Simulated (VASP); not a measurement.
Runs of VASP 6.6.1 on HfO2. The structure is that of space group Fm-3m (No. 225), or close to it. The cells are those of the table. 

```tsv
cell	gap on the mesh (eV)	pressure (GPa)
a = 3.605, b = 3.714, c = 3.714 Å, angles 58.1, 61.0, 61.0°, 3 atoms	3.02	(c)
a = 3.605, b = 3.551, c = 3.551 Å, angles 61.0, 59.5, 59.5°, 3 atoms	3.51	4.1
a = 3.605, b = 3.687, c = 3.687 Å, angles 58.5, 60.7, 60.7°, 3 atoms	3.25	-13.0
a = 3.605, b = 3.659, c = 3.659 Å, angles 59.0, 60.5, 60.5°, 3 atoms	(a)	(b)
a = 3.605, b = 3.700, c = 3.700 Å, angles 58.3, 60.9, 60.9°, 3 atoms	3.14	-14.3
a = 3.605, b = 3.578, c = 3.578 Å, angles 60.5, 59.8, 59.8°, 3 atoms	3.68	0.1
a = 3.605, b = 3.632, c = 3.632 Å, angles 59.5, 60.2, 60.2°, 3 atoms	3.65	-7.0
```

Alike in all rows: task single point; level PBE; potentials or basis VASP PAW PBE potentials, release 64 (Hf_pv, O); no spin polarisation; k mesh 8 × 8 × 8; cutoff (eV) 520; smearing gaussian 0.05 eV.

Estimate the missing entries.

(a) 3.46; (b) -10.1; (c) -15.6.

Caveats: spin-orbit coupling is left out, which moves the levels of the heavy elements.

A k mesh can miss the band edges, and the runs leave out spin-orbit coupling on Hf.
